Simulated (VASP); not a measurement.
Input of a VASP 6.6.1 run:

INCAR

```
SYSTEM = LiH
PREC     = Accurate       ! precision mode
ENCUT    = 520            ! plane-wave cutoff, eV
EDIFF    = 1E-6           ! SCF threshold, eV
ISMEAR   = 0              ! smearing method
SIGMA    = 0.01           ! smearing width, eV
LREAL    = .False.        ! projectors in reciprocal space
LASPH    = .True.         ! aspherical terms in the spheres
NELM     = 80             ! most SCF steps
ALGO     = Normal         ! electronic algorithm
ISIF     = 2              ! what is computed and relaxed
LWAVE    = .False.        ! write WAVECAR
LCHARG   = .True.         ! write CHGCAR
GGA      = PE             ! functional
LELF     = .True.         ! ELF
LVHAR    = .True.       
NBANDS   = 9              ! bands
```

File KPOINTS:

```
Automatic mesh
0
Gamma
  6 6 6
  0 0 0
```

POSCAR

```
LiH
1.0
    2.5016587116      0.0000000000      0.0000000000
    0.0000000000      2.5016587116      0.0000000000
    0.0000000000      0.0000000000      2.5016587116
Li H
1 1
Direct
    0.0000000000      0.0000000000      0.0000000000
    0.5000000000      0.5000000000      0.5000000000
```

Potentials or basis: VASP PAW PBE potentials, release 64 (Li_sv, H).

Run with:

```console
$ cat potpaw_PBE.64/Li_sv/POTCAR potpaw_PBE.64/H/POTCAR > POTCAR
$ mpirun -np 1 vasp_std > vasp.out
```

Question: Predict the band gap on the k mesh.

Answer: 0.72 eV, indirect (least direct gap 4.20 eV).

 Expect the measured gap to be larger: semilocal functionals such as PBE lack the derivative discontinuity.
